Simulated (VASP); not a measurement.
# Cu (Fm-3m) in VASP: a series of runs

Runs on Cu. Level: PBE. Tasks: single point.

Program: VASP 6.6.1. These are calculated values, not measurements. Logs are shortened: lines on timing, memory, paths and dates and some standing lists are left out, and cuts for length are marked.

**1. The cell of the first run**

Symmetry: Fm-3m, No. 225, cubic system. The conventional cell has a = 3.634 Å, b = 3.634 Å, c = 3.634 Å, α = 90.00°, β = 90.00°, γ = 90.00°. Cu (site symmetry m-3m) has 12 Cu at 2.57 Å within 3.4 Å.

**2. Single point, PBE**

The input, INCAR:

```
PREC = Accurate
ENCUT = 820
EDIFF = 1E-6
ISMEAR = -1
SIGMA = 0.15
LREAL = F
LASPH = T
NELM = 120
ALGO = Normal
ISIF = 2
LWAVE = F
LCHARG = F
GGA = PE
NBANDS = 16
GGA_COMPAT = F
```

The input, KPOINTS:

```
Automatic mesh
0
Gamma
  4 4 4
```

The input, POSCAR:

```
Cu
1.0
    0.0000000000      1.8171000000      1.8171000000
    1.8171000000      0.0000000000      1.8171000000
    1.8171000000      1.8171000000      0.0000000000
Cu
1
Direct
    0.0000000000      0.0000000000      0.0000000000
```

Potentials or basis: VASP PAW PBE potentials, release 64 (Cu_sv_GW).

On the command line:

```
> cat potpaw_PBE.64/Cu_sv_GW/POTCAR > POTCAR
> mpirun -np 1 vasp_std > vasp.out
```

OUTCAR:

```text
PREC = Accurate
   ENCUT = 820
   EDIFF = 1E-6
   ISMEAR = -1
   LREAL = F
   LASPH = T
   NELM = 120
   ISIF = 2
   GGA = PE

 ion  position               nearest neighbor table
   1  0.000  0.000  0.000-

  LATTYP: Found a face centered cubic cell.
 ALAT       =     3.6342000000

  Lattice vectors:

 A1 = (   0.0000000000,   1.8171000000,   1.8171000000)
 A2 = (   1.8171000000,   0.0000000000,   1.8171000000)
 A3 = (   1.8171000000,   1.8171000000,   0.0000000000)

Analysis of symmetry for initial positions (statically):
=====================================================================
 Subroutine PRICEL returns:
 Original cell was already a primitive cell.

 Routine SETGRP: Setting up the symmetry group for a
 face centered cubic supercell.

 Subroutine GETGRP returns: Found 48 space group operations
 (whereof 48 operations were pure point group operations)
 out of a pool of 48 trial point group operations.

The static configuration has the point symmetry O_h .

Analysis of symmetry for dynamics (positions and initial velocities):
=====================================================================
 Subroutine PRICEL returns:
 Original cell was already a primitive cell.

 Routine SETGRP: Setting up the symmetry group for a
 face centered cubic supercell.

 Subroutine GETGRP returns: Found 48 space group operations
 (whereof 48 operations were pure point group operations)
 out of a pool of 48 trial point group operations.

The dynamic configuration has the point symmetry O_h .

 Subroutine INISYM returns: Found 48 space group operations
 (whereof 48 operations are pure point group operations),
 and found     1 'primitive' translations

----------------------------------------------------------------------------------------

                                     Primitive cell

  volume of cell :      11.9996

  direct lattice vectors                    reciprocal lattice vectors
     0.000000000  1.817100000  1.817100000    -0.275163722  0.275163722  0.275163722
     1.817100000  0.000000000  1.817100000     0.275163722 -0.275163722  0.275163722
     1.817100000  1.817100000  0.000000000     0.275163722  0.275163722 -0.275163722

  length of vectors
     2.569767464  2.569767464  2.569767464     0.476597548  0.476597548  0.476597548

  position of ions in fractional coordinates (direct lattice)
     0.000000000  0.000000000  0.000000000

  ion indices of the primitive-cell ions
   primitive index   ion index
                 1           1

----------------------------------------------------------------------------------------

 KPOINTS: Automatic mesh

Automatic generation of k-mesh.
 Grid dimensions read from file:
 generate k-points for:    4    4    4

 Generating k-lattice:

  Cartesian coordinates                     Fractional coordinates (reciprocal lattice)
    -0.068790931  0.068790931  0.068790931     0.250000000  0.000000000  0.000000000
     0.068790931 -0.068790931  0.068790931     0.000000000  0.250000000  0.000000000
     0.068790931  0.068790931 -0.068790931     0.000000000  0.000000000  0.250000000

  Length of vectors
     0.119149387  0.119149387  0.119149387

  Shift w.r.t. Gamma in fractional coordinates (k-lattice)
     0.000000000  0.000000000  0.000000000

 Subroutine IBZKPT returns following result:
 ===========================================

 Found      8 irreducible k-points:

 Following reciprocal coordinates:
            Coordinates               Weight
  0.000000  0.000000  0.000000      1.000000
  0.250000  0.000000  0.000000      8.000000
  0.500000  0.000000  0.000000      4.000000
  0.250000  0.250000  0.000000      6.000000
  0.500000  0.250000  0.000000     24.000000
 -0.250000  0.250000  0.000000     12.000000
  0.500000  0.500000  0.000000      3.000000
 -0.250000  0.500000  0.250000      6.000000
   k-points           NKPTS =      8   k-points in BZ     NKDIM =      8   number of bands    NBANDS=     16
   number of dos      NEDOS =    301   number of ions     NIONS =      1
   total plane-waves  NPLWV =  13824
   dimension x,y,z NGX =    24 NGY =   24 NGZ =   24
   dimension x,y,z NGXF=    48 NGYF=   48 NGZF=   48
   ions per type =               1
   NGX,Y,Z   is equivalent  to a cutoff of  15.53, 15.53, 15.53 a.u.
   NGXF,Y,Z  is equivalent  to a cutoff of  31.05, 31.05, 31.05 a.u.
 SYSTEM =  unknown system
   PREC   = accura    normal or accurate (medium, high low for compatibility)
   ISTART =      0    job   : 0-new  1-cont  2-samecut
   ICHARG =      2    charge: 1-file 2-atom 10-const
   ISPIN  =      1    spin polarized calculation?
   LNONCOLLINEAR =      F non collinear calculations
   LSORBIT =      F    spin-orbit coupling
   LASPH  =      T    aspherical Exc in radial PAW
   ENCUT  =  820.0 eV  60.27 Ry    7.76 a.u.   6.00  6.00  6.00*2*pi/ulx,y,z
   NELM   =    120;   NELMIN=  2; NELMDL= -5     # of ELM steps
   EDIFF  = 0.1E-05   stopping-criterion for ELM
   LREAL  =      F    real-space projection
   EDIFFG = 0.1E-04   stopping-criterion for IOM
   NSW    =      0    number of steps for IOM
   IBRION =     -1    ionic relax: 0-MD 1-quasi-New 2-CG
   NFREE  =      0    steps in history (QN), initial steepest desc. (CG)
   ISIF   =      2    stress and relaxation
   ISYM   =      2    0-nonsym 1-usesym 2-fastsym
   POTIM  = 0.5000    time-step for ionic-motion
   TEBEG  =    0.0;   TEEND  =   0.0 temperature during run
   PSTRESS=    0.0 pullay stress
   NELECT =      19.0000    total number of electrons
   NUPDOWN=      -1.0000    fix difference up-down
   EMIN   =  10.00;   EMAX   =-10.00  energy-range for DOS
   EFERMI =   0.00;   METHOD = LEGACY
   ISMEAR =    -1;   SIGMA  =   0.15  broadening in eV -4-tet -1-fermi 0-gaus
   EFERMI_NEDOS =   21; number of points for ismear=-14 and -15
   IALGO  =     38    algorithm
   IMIX   =      4    mixing-type and parameters
     AMIX     =   0.40;   BMIX     =  1.00
     AMIX_MAG =   1.60;   BMIX_MAG =  1.00
  volume/ion in A,a.u.               =      12.00        80.98
  Fermi-wavevector in a.u.,A,eV,Ry     =   1.908112  3.605809 49.537337  3.640892
  Thomas-Fermi vector in A             =   2.945478
   LORBIT       =      0    0 simple, 1 ext, 2 COOP (PROOUT), +10 PAW based schemes
   GGA     = PE    functional components
   LHFCALC =     F    Hartree Fock is set to
   AEXX    =    0.0000 exact exchange contribution
   IVDW    =     0    specifies the selected vdW correction
   LEPSILON=     F    determine dielectric tensor
   LRPA    =     F    only Hartree local field effects (RPA)
 non-spin polarized calculation
  energy-cutoff  :      820.00
  volume of cell :       12.00
 maximum number of plane-waves:       648
   NGX = 13   NGY = 13   NGZ = 13

 number of electron      19.0000011 magnetization

 Free energy of the ion-electron system (eV)
  ---------------------------------------------------
  ext. energy  EPLUGINS =         0.00000000
  ---------------------------------------------------
  free energy    TOTEN  =        -3.65048414 eV

  energy without entropy =       -3.62774248  energy(sigma->0) =       -3.63911331

 E-fermi :   7.8366     XC(G=0): -13.2638

 val. band max:        7.0725564597   @ k =  -0.2500   0.2500   0.0000
 cond. band min:       8.2963727578   @ k =   0.5000   0.2500   0.0000
 fundamental gap:      1.2238162982
 Fermi energy:         7.8366302923

 k-point     1 :       0.0000    0.0000    0.0000
  band No.  band energies     occupation
      1    -105.1893      2.00000
      2     -62.5065      2.00000
      3     -62.5065      2.00000
      4     -62.5065      2.00000
      5      -1.9008      2.00000
      6       4.4128      2.00000
[... 8 lines left out ...]
     15      34.7652      0.00000
     16      34.7652      0.00000

 k-point     2 :       0.2500    0.0000    0.0000
  band No.  band energies     occupation
      1    -105.1827      2.00000
      2     -62.5569      2.00000
      3     -62.5139      2.00000
      4     -62.5139      2.00000
      5       0.2011      2.00000
      6       4.1610      2.00000
[... 8 lines left out ...]
     15      35.5611      0.00000
     16      35.5611      0.00000

 k-point     3 :       0.5000    0.0000    0.0000
  band No.  band energies     occupation
      1    -105.1762      2.00000
      2     -62.6073      2.00000
      3     -62.5213      2.00000
      4     -62.5213      2.00000
      5       2.3724      2.00000
      6       4.3812      2.00000
[... 8 lines left out ...]
     15      32.1783      0.00000
     16      32.1783      0.00000

 k-point     4 :       0.2500    0.2500    0.0000
  band No.  band energies     occupation
      1    -105.1806      2.00000
      2     -62.5547      2.00000
      3     -62.5257      2.00000
      4     -62.5257      2.00000
      5       0.8392      2.00000
      6       3.7064      2.00000
[... 8 lines left out ...]
     15      29.1357      0.00000
     16      44.1464      0.00000

 k-point     5 :       0.5000    0.2500    0.0000
  band No.  band energies     occupation
      1    -105.1743      2.00000
      2     -62.5907      2.00000
      3     -62.5478      2.00000
      4     -62.5332      2.00000
      5       3.0149      2.00000
      6       3.5855      2.00000
[... 8 lines left out ...]
     15      36.3594      0.00000
     16      40.5740      0.00000

 k-point     6 :      -0.2500    0.2500    0.0000
  band No.  band energies     occupation
      1    -105.1763      2.00000
      2     -62.5787      2.00000
      3     -62.5498      2.00000
      4     -62.5214      2.00000
      5       2.7287      2.00000
      6       3.9148      2.00000
[... 8 lines left out ...]
     15      37.2910      0.00000
     16      38.2310      0.00000

 k-point     7 :       0.5000    0.5000    0.0000
  band No.  band energies     occupation
      1    -105.1721      2.00000
      2     -62.6024      2.00000
      3     -62.5450      2.00000
      4     -62.5450      2.00000
      5       2.5838      2.00000
      6       3.0388      2.00000
[... 8 lines left out ...]
     15      27.3302      0.00000
     16      49.2308      0.00000

 k-point     8 :      -0.2500    0.5000    0.2500
  band No.  band energies     occupation
      1    -105.1722      2.00000
      2     -62.5739      2.00000
      3     -62.5739      2.00000
      4     -62.5456      2.00000
      5       3.3156      2.00000
      6       3.9099      2.00000
[... 8 lines left out ...]
     15      35.3476      0.00000
     16      36.4737      0.00000

------------------------ aborting loop because EDIFF is reached ----------------------------------------

  FORCE on cell =-STRESS in cart. coord.  units (eV):
  Direction    XX          YY          ZZ          XY          YZ          ZX
  --------------------------------------------------------------------------------------
  -------------------------------------------------------------------------------------
  Total       -0.0341016     -0.0341016     -0.0341016      0.0000000     -0.0000000      0.0000000
  in kB       -4.5532269     -4.5532269     -4.5532269      0.0000000     -0.0000000      0.0000000
  external PRESSURE =      -4.5532269 kB  Pullay stress =       0.0000000 kB

 VOLUME and BASIS-vectors are now :
 -----------------------------------------------------------------------------
  energy-cutoff  :      820.00
  volume of cell :       12.00
      direct lattice vectors                 reciprocal lattice vectors
     0.000000000  1.817100000  1.817100000    -0.275163722  0.275163722  0.275163722
     1.817100000  0.000000000  1.817100000     0.275163722 -0.275163722  0.275163722
     1.817100000  1.817100000  0.000000000     0.275163722  0.275163722 -0.275163722

 POSITION                                       TOTAL-FORCE (eV/Angst)
 -----------------------------------------------------------------------------------
      0.00000      0.00000      0.00000         0.000000      0.000000     -0.000000
 -----------------------------------------------------------------------------------
    total drift:                                0.000000     -0.000000     -0.000000

  FREE ENERGIE OF THE ION-ELECTRON SYSTEM (eV)
  ---------------------------------------------------
  free  energy   TOTEN  =        -3.6504841394 eV

  energy  without entropy=       -3.6277424830  energy(sigma->0) =       -3.63911331
```

It took 3 s on 1 thread of Intel Xeon 6975P-C (Granite Rapids), shared host; peak memory 0.14 GiB.

What came out:

| Quantity | Value |
| --- | --- |
| Free energy | -3.6505 eV |
| Pressure | -0.5 GPa |
| Band gap on the k mesh | zero (an odd number of electrons rules out a gap without spin polarisation) |

Caveat: the k points lie up to 0.75 Å⁻¹ apart, too coarse for converged energies and pressures of a metal.

**3. Single point, PBE, non-collinear spin, zero start, spin-orbit coupling**

The input, INCAR:

```
SYSTEM = Cu
PREC = Accurate
ENCUT = 820
EDIFF = 1E-6
ISMEAR = -1
SIGMA = 0.15
LREAL = .FALSE.
LASPH = .TRUE.
NELM = 200
ALGO = Normal
ISIF = 2
LWAVE = .FALSE.
LCHARG = .FALSE.
LNONCOLLINEAR = .TRUE.
MAGMOM = 0 0 0
LORBIT = 11
LSORBIT = .TRUE.
GGA_COMPAT = .FALSE.
LORBMOM = .TRUE.
LMAXMIX = 4
GGA = PE
NBANDS = 30
```

The input, KPOINTS:

```
regular mesh
0
G
  4 4 4
  0 0 0
```

POSCAR is that of step 2.

Potentials or basis: VASP PAW PBE potentials, release 64 (Cu_sv_GW).

On the command line:

```
> cat potpaw_PBE.64/Cu_sv_GW/POTCAR > POTCAR
> mpirun -np 1 vasp_ncl > vasp.out
```

Wall time 8.3 s (1 thread of AMD EPYC 9R45 (Zen 5), shared host); peak memory 0.18 GiB.

The run converged. Its results:

```yaml
Free_energy: -3.7163 eV
Pressure: -0.1 GPa
Net_moment: 0.00 μB per cell
Valence_electrons_inside_the_program's_atomic_spheres: Cu 17.55
```

Moments on the atoms (μB; x, y, z):
```
Cu  0.00 0.00 0.00
```

Caveat: the k points lie up to 0.75 Å⁻¹ apart.

The gap in the log of VASP goes by the Fermi energy; the results here count the filled bands.